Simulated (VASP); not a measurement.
# HfN (Fmmm) in VASP: a series of runs

The runs below take HfN through single point, with r2SCAN.

All numbers are computed with VASP 6.6.1; they aren't measurements. Logs are shortened: lines on timing, memory, paths and dates and some standing lists are left out, and cuts for length are marked.

## 1. The cell of the first run

The structure is orthorhombic, space group Fmmm (No. 69). Conventional cell: a = 4.473 Å, b = 4.518 Å, c = 4.563 Å, α = 90.00°, β = 90.00°, γ = 90.00°. Hf (site symmetry mmm) has 6 N at 2.24 to 2.28 Å within 3.0 Å. Within 3.0 Å of N (site symmetry mmm) lie 6 Hf at 2.24 to 2.28 Å.

## 2. Single point, r2SCAN (strain -0.0100 x Voigt [1, -1, 0, 0, 0, 0])

Input file POSCAR:

```
HfN
1.0
    0.0000000000      2.2815900000      2.2590000000
    2.2364100000      0.0000000000      2.2590000000
    2.2364100000      2.2815900000      0.0000000000
Hf N
1 1
Direct
    0.0000000000      0.0000000000      0.0000000000
    0.5000000000      0.5000000000      0.5000000000
```

Input file INCAR.step1:

```
SYSTEM = HfN
PREC = Accurate ; ENCUT = 520
ISMEAR = 0 ; SIGMA = 0.15
LREAL = .FALSE. ; LASPH = .TRUE.
NELM = 100 ; NBANDS = 14
GGA = PE ; ALGO = Normal
EDIFF = 1E-4 ; LWAVE = .TRUE.
LCHARG = .FALSE.
```

Input file INCAR.step2:

```
SYSTEM = HfN
PREC = Accurate ; ENCUT = 520
EDIFF = 1E-7 ; ISMEAR = 0
SIGMA = 0.15 ; LREAL = .FALSE.
LASPH = .TRUE. ; NELM = 100
ALGO = Normal ; ISIF = 2
LWAVE = .FALSE. ; LCHARG = .FALSE.
METAGGA = R2SCAN ; LMIXTAU = .TRUE.
NBANDS = 14 ; ISTART = 1
```

Input file KPOINTS:

```
regular mesh
0
G
  18 18 18
  0 0 0
```

Potentials or basis: VASP PAW PBE potentials, release 64 (Hf_pv, N).

Launch:

```console
$ cat potpaw_PBE.64/Hf_pv/POTCAR potpaw_PBE.64/N/POTCAR > POTCAR
$ cp INCAR.step1 INCAR
$ mpirun -np 1 vasp_std > vasp.out
$ cp INCAR.step2 INCAR
$ mpirun -np 1 vasp_std > vasp.out
```

OUTCAR:

```text
SYSTEM = HfN
   PREC = Accurate
   ENCUT = 520
   EDIFF = 1E-7
   ISMEAR = 0
   LREAL = .FALSE.
   LASPH = .TRUE.
   NELM = 100
   ISIF = 2
   METAGGA = R2SCAN
   ISTART = 1

 ion  position               nearest neighbor table
   1  0.000  0.000  0.000-   2 2.24   2 2.24   2 2.26   2 2.26   2 2.28   2 2.28
   2  0.500  0.500  0.500-   1 2.24   1 2.24   1 2.26   1 2.26   1 2.28   1 2.28

  LATTYP: Found a face centered orthorhombic cell.
 ALAT       =     4.4728200000
 B/A-ratio  =     1.0101010101
 C/A-ratio  =     1.0202020202

  Lattice vectors:

 A1 = (   0.0000000000,   2.2815900000,  -2.2590000000)
 A2 = (   2.2364100000,   2.2815900000,   0.0000000000)
 A3 = (   2.2364100000,   0.0000000000,  -2.2590000000)

Analysis of symmetry for initial positions (statically):
=====================================================================
 Subroutine PRICEL returns:
 Original cell was already a primitive cell.

 Routine SETGRP: Setting up the symmetry group for a
 face centered orthorhombic supercell.

 Subroutine GETGRP returns: Found  8 space group operations
 (whereof  8 operations were pure point group operations)
 out of a pool of  8 trial point group operations.

The static configuration has the point symmetry D_2h.

Analysis of symmetry for dynamics (positions and initial velocities):
=====================================================================
 Subroutine PRICEL returns:
 Original cell was already a primitive cell.

 Routine SETGRP: Setting up the symmetry group for a
 face centered orthorhombic supercell.

 Subroutine GETGRP returns: Found  8 space group operations
 (whereof  8 operations were pure point group operations)
 out of a pool of  8 trial point group operations.

The dynamic configuration has the point symmetry D_2h.

 Subroutine INISYM returns: Found  8 space group operations
 (whereof  8 operations are pure point group operations),
 and found     1 'primitive' translations

----------------------------------------------------------------------------------------

                                     Primitive cell

  volume of cell :      23.0534

  direct lattice vectors                    reciprocal lattice vectors
     0.000000000  2.281590000  2.259000000    -0.223572601  0.219145421  0.221336875
     2.236410000  0.000000000  2.259000000     0.223572601 -0.219145421  0.221336875
     2.236410000  2.281590000  0.000000000     0.223572601  0.219145421 -0.221336875

  length of vectors
     3.210721715  3.178775029  3.194868169     0.383405054  0.383405054  0.383405054

  position of ions in fractional coordinates (direct lattice)
     0.000000000  0.000000000  0.000000000
     0.500000000  0.500000000  0.500000000

  ion indices of the primitive-cell ions
   primitive index   ion index
                 1           1
                 2           2

----------------------------------------------------------------------------------------

 KPOINTS: regular mesh

Automatic generation of k-mesh.
 Grid dimensions read from file:
 generate k-points for:   18   18   18

 Generating k-lattice:

  Cartesian coordinates                     Fractional coordinates (reciprocal lattice)
    -0.012420700  0.012174746  0.012296493     0.055555556  0.000000000  0.000000000
     0.012420700 -0.012174746  0.012296493     0.000000000  0.055555556  0.000000000
     0.012420700  0.012174746 -0.012296493    -0.000000000 -0.000000000  0.055555556

  Length of vectors
     0.021300281  0.021300281  0.021300281

  Shift w.r.t. Gamma in fractional coordinates (k-lattice)
     0.000000000  0.000000000  0.000000000

 Subroutine IBZKPT returns following result:
 ===========================================

 Found    865 irreducible k-points:

 Following reciprocal coordinates:
            Coordinates               Weight
  0.000000  0.000000  0.000000      1.000000
  0.055556  0.000000 -0.000000      8.000000
  0.111111  0.000000 -0.000000      8.000000
  0.166667  0.000000  0.000000      8.000000
  0.222222  0.000000  0.000000      8.000000
  0.277778  0.000000  0.000000      8.000000
[... 16 lines left out ...]
 -0.277778  0.055556 -0.000000      8.000000
 -0.222222  0.055556  0.000000      8.000000
 [... further k-points ...]
   k-points           NKPTS =    865   k-points in BZ     NKDIM =    865   number of bands    NBANDS=     14
   number of dos      NEDOS =    301   number of ions     NIONS =      2
   total plane-waves  NPLWV =  13824
   dimension x,y,z NGX =    24 NGY =   24 NGZ =   24
   dimension x,y,z NGXF=    48 NGYF=   48 NGZF=   48
   ions per type =               1   1
   NGX,Y,Z   is equivalent  to a cutoff of  12.43, 12.55, 12.49 a.u.
   NGXF,Y,Z  is equivalent  to a cutoff of  24.85, 25.10, 24.98 a.u.
 SYSTEM =  HfN
   PREC   = accura    normal or accurate (medium, high low for compatibility)
   ISTART =      1    job   : 0-new  1-cont  2-samecut
   ICHARG =      0    charge: 1-file 2-atom 10-const
   ISPIN  =      1    spin polarized calculation?
   LNONCOLLINEAR =      F non collinear calculations
   LSORBIT =      F    spin-orbit coupling
   LASPH  =      T    aspherical Exc in radial PAW
   ENCUT  =  520.0 eV  38.22 Ry    6.18 a.u.   5.97  5.91  5.94*2*pi/ulx,y,z
   NELM   =    100;   NELMIN=  2; NELMDL=  0     # of ELM steps
   EDIFF  = 0.1E-06   stopping-criterion for ELM
   LREAL  =      F    real-space projection
   EDIFFG = 0.1E-05   stopping-criterion for IOM
   NSW    =      0    number of steps for IOM
   IBRION =     -1    ionic relax: 0-MD 1-quasi-New 2-CG
   NFREE  =      0    steps in history (QN), initial steepest desc. (CG)
   ISIF   =      2    stress and relaxation
   ISYM   =      2    0-nonsym 1-usesym 2-fastsym
   POTIM  = 0.5000    time-step for ionic-motion
   TEBEG  =    0.0;   TEEND  =   0.0 temperature during run
   PSTRESS=    0.0 pullay stress
   NELECT =      15.0000    total number of electrons
   NUPDOWN=      -1.0000    fix difference up-down
   EMIN   =  10.00;   EMAX   =-10.00  energy-range for DOS
   EFERMI =   0.00;   METHOD = LEGACY
   ISMEAR =     0;   SIGMA  =   0.15  broadening in eV -4-tet -1-fermi 0-gaus
   EFERMI_NEDOS =   21; number of points for ismear=-14 and -15
   IALGO  =     38    algorithm
   IMIX   =      4    mixing-type and parameters
     AMIX     =   0.40;   BMIX     =  1.00
     AMIX_MAG =   1.60;   BMIX_MAG =  1.00
  volume/ion in A,a.u.               =      11.53        77.79
  Fermi-wavevector in a.u.,A,eV,Ry     =   1.418601  2.680767 27.380744  2.012428
  Thomas-Fermi vector in A             =   2.539709
   LORBIT       =      0    0 simple, 1 ext, 2 COOP (PROOUT), +10 PAW based schemes
   METAGGA = R2SCAN    functional components
   LHFCALC =     F    Hartree Fock is set to
   AEXX    =    0.0000 exact exchange contribution
   IVDW    =     0    specifies the selected vdW correction
   LEPSILON=     F    determine dielectric tensor
   LRPA    =     F    only Hartree local field effects (RPA)
 non-spin polarized calculation
 Gauss-broadening in eV      SIGMA  =   0.15
  energy-cutoff  :      520.00
  volume of cell :       23.05
 maximum number of plane-waves:       636
   NGX = 11   NGY = 11   NGZ = 11

 number of electron      15.0000001 magnetization

 Free energy of the ion-electron system (eV)
  ---------------------------------------------------
  ext. energy  EPLUGINS =         0.00000000
  ---------------------------------------------------
  free energy    TOTEN  =       -58.23136696 eV

  energy without entropy =      -58.22454310  energy(sigma->0) =      -58.22795503

 E-fermi :   8.5246     XC(G=0): -13.5621

 val. band max:        8.5244395381   @ k =  -0.2778   0.2222   0.1667
 cond. band min:       8.5258707364   @ k =   0.1667   0.0556   0.0556
 fundamental gap:      0.0014311983
 Fermi energy:         8.5246150146

 k-point     1 :       0.0000    0.0000    0.0000
  band No.  band energies     occupation
      1     -24.0148      2.00000
      2     -24.0016      2.00000
      3     -23.9908      2.00000
      4     -10.1710      2.00000
      5       5.0595      2.00000
      6       5.1028      2.00000
      7       5.1516      2.00000
      8       8.0810      1.99997
      9       8.1966      1.99802
     10       8.3110      1.95600
     11      10.2130      0.00000
     12      10.5472      0.00000
     13      10.9274      0.00000
     14      18.5821      0.00000

 k-point     2 :       0.0556    0.0000   -0.0000
  band No.  band energies     occupation
      1     -24.0375      2.00000
      2     -24.0104      2.00000
      3     -23.9966      2.00000
      4     -10.0994      2.00000
      5       4.7755      2.00000
      6       4.8960      2.00000
      7       4.9501      2.00000
      8       8.1912      1.99833
      9       8.2980      1.96734
     10       8.4038      1.74531
     11      10.4555      0.00000
     12      10.7912      0.00000
     13      11.1645      0.00000
     14      18.8300      0.00000

 k-point     3 :       0.1111    0.0000   -0.0000
  band No.  band energies     occupation
      1     -24.1269      2.00000
      2     -24.0203      2.00000
      3     -24.0036      2.00000
      4      -9.8916      2.00000
      5       4.0201      2.00000
      6       4.4347      2.00000
      7       4.4873      2.00000
      8       8.4256      1.64928
      9       8.5625      0.72111
     10       8.6590      0.20524
     11      11.1033      0.00000
     12      11.4454      0.00000
     13      11.8019      0.00000
     14      19.5282      0.00000
[... 324 lines left out ...]
 k-point    23 :      -0.2778    0.0556   -0.0000
  band No.  band energies     occupation
      1     -24.6444      2.00000
      2     -24.0927      2.00000
      3     -24.0412      2.00000
      4      -8.5432      2.00000
      5       0.8923      2.00000
      6       2.5480      2.00000
      7       2.8727      2.00000
      8       9.3981      0.00000
      9      10.1778      0.00000
     10      11.0978      0.00000
     11      13.5785      0.00000
     12      14.6784      0.00000
     13      15.6216      0.00000
     14      19.5116      0.00000

 k-point    24 :      -0.2222    0.0556    0.0000
  band No.  band energies     occupation
      1     -24.4848      2.00000
      2     -24.0765      2.00000
      3     -24.0273      2.00000
      4      -8.9837      2.00000
      5       1.7165      2.00000
      6       2.9778      2.00000
      7       3.3667      2.00000
      8       8.9687      0.00003
      9       9.5245      0.00000
     10      10.4047      0.00000
     11      12.6908      0.00000
     12      13.8144      0.00000
     13      14.6131      0.00000
     14      19.5117      0.00000

 [... further k-points ...]

------------------------ aborting loop because EDIFF is reached ----------------------------------------

  FORCE on cell =-STRESS in cart. coord.  units (eV):
  Direction    XX          YY          ZZ          XY          YZ          ZX
  --------------------------------------------------------------------------------------
  -------------------------------------------------------------------------------------
  Total        0.5496228     -0.8282879     -0.1687367      0.0000000      0.0000000      0.0000000
  in kB       38.1979527    -57.5647558    -11.7269413      0.0000000      0.0000000      0.0000000
  external PRESSURE =     -10.3645815 kB  Pullay stress =       0.0000000 kB

 VOLUME and BASIS-vectors are now :
 -----------------------------------------------------------------------------
  energy-cutoff  :      520.00
  volume of cell :       23.05
      direct lattice vectors                 reciprocal lattice vectors
     0.000000000  2.281590000  2.259000000    -0.223572601  0.219145421  0.221336875
     2.236410000  0.000000000  2.259000000     0.223572601 -0.219145421  0.221336875
     2.236410000  2.281590000  0.000000000     0.223572601  0.219145421 -0.221336875

 POSITION                                       TOTAL-FORCE (eV/Angst)
 -----------------------------------------------------------------------------------
      0.00000      0.00000      0.00000        -0.000000     -0.000000      0.000000
      2.23641      2.28159      2.25900         0.000000      0.000000      0.000000
 -----------------------------------------------------------------------------------
    total drift:                                0.000000     -0.000000     -0.000000

  FREE ENERGIE OF THE ION-ELECTRON SYSTEM (eV)
  ---------------------------------------------------
  free  energy   TOTEN  =       -58.2313669613 eV

  energy  without entropy=      -58.2245430988  energy(sigma->0) =      -58.22795503
```

It took 12 min on 1 thread of Intel Xeon Platinum 8259CL at 2.50GHz (Skylake/Cascade Lake), shared host; peak memory 0.4 GiB.

Results:

```
Free energy            : -58.2314 eV
Pressure               : -1.0 GPa
Band gap on the k mesh : zero (an odd number of electrons rules out a gap without spin polarisation)
```

Caveat: the cell differs from its parent crystal (strain -0.0100 x Voigt [1, -1, 0, 0, 0, 0]); the PAW data sets were made with another functional, which shifts forces and pressure a little; spin-orbit coupling is left out, which moves the levels of the heavy elements.

## 3. Single point, r2SCAN (strain +0.0050 x Voigt [1, -1, 0, 0, 0, 0])

Input file POSCAR:

```
HfN
1.0
    0.0000000000      2.2477050000      2.2590000000
    2.2702950000      0.0000000000      2.2590000000
    2.2702950000      2.2477050000      0.0000000000
Hf N
1 1
Direct
    0.0000000000      0.0000000000      0.0000000000
    0.5000000000      0.5000000000      0.5000000000
```

Input file INCAR.step1:

```
SYSTEM = HfN
ALGO = Normal
EDIFF = 1E-4
ENCUT = 520
GGA = PE
ISMEAR = 0
LASPH = .TRUE.
LCHARG = .FALSE.
LREAL = .FALSE.
LWAVE = .TRUE.
NBANDS = 14
NELM = 60
PREC = Accurate
SIGMA = 0.15
```

Input file INCAR.step2:

```
SYSTEM = HfN
ALGO = Normal
EDIFF = 1E-6
ENCUT = 520
ISIF = 2
ISMEAR = 0
ISTART = 1
LASPH = .TRUE.
LCHARG = .FALSE.
LMIXTAU = .TRUE.
LREAL = .FALSE.
LWAVE = .FALSE.
METAGGA = R2SCAN
NBANDS = 14
NELM = 60
PREC = Accurate
SIGMA = 0.15
```

Input file KPOINTS:

```
k-points
0
G
  18 18 18
  0 0 0
```

Potentials or basis: VASP PAW PBE potentials, release 64 (Hf_pv, N).

Launch:

```console
$ cat potpaw_PBE.64/Hf_pv/POTCAR potpaw_PBE.64/N/POTCAR > POTCAR
$ cp INCAR.step1 INCAR
$ mpirun -np 1 vasp_std > vasp.out
$ cp INCAR.step2 INCAR
$ mpirun -np 1 vasp_std > vasp.out
```

Wall time 11 min (1 thread of Intel Xeon Platinum 8259CL at 2.50GHz (Skylake/Cascade Lake), shared host); peak memory 0.39 GiB.

It converged, with:

- Free energy: -58.2365 eV
- Pressure: -1.2 GPa
- Band gap on the k mesh: zero (an odd number of electrons rules out a gap without spin polarisation)

Stress tensor (GPa, compression positive):
```
-3.57  0.00  0.00
 0.00  1.20  0.00
 0.00  0.00 -1.24
```

Levels at points of the mesh, in eV from the Fermi level:
```tsv
k point	band 5	band 6	band 7	band 8	band 9	band 10	band 11	band 12
(0.00, 0.00, 0.00)	-3.44	-3.42	-3.39	-0.39	-0.33	-0.27	1.86	2.03
(0.50, 0.00, 0.00)	-9.33	-6.64	-6.64	3.40	3.76	3.82	4.62	8.98
(0.50, 0.50, 0.00)	-5.93	-4.15	-4.10	-3.88	4.14	5.49	5.64	5.83
(0.50, 0.00, 0.50)	-5.87	-4.16	-4.14	-3.90	4.15	5.53	5.61	5.82
(0.00, 0.50, 0.50)	-5.98	-4.11	-4.09	-3.87	4.14	5.53	5.60	5.81
```

Caveat: the cell differs from its parent crystal (strain +0.0050 x Voigt [1, -1, 0, 0, 0, 0]); the PAW data sets were made with another functional, which shifts forces and pressure a little; spin-orbit coupling is left out, which moves the levels of the heavy elements.
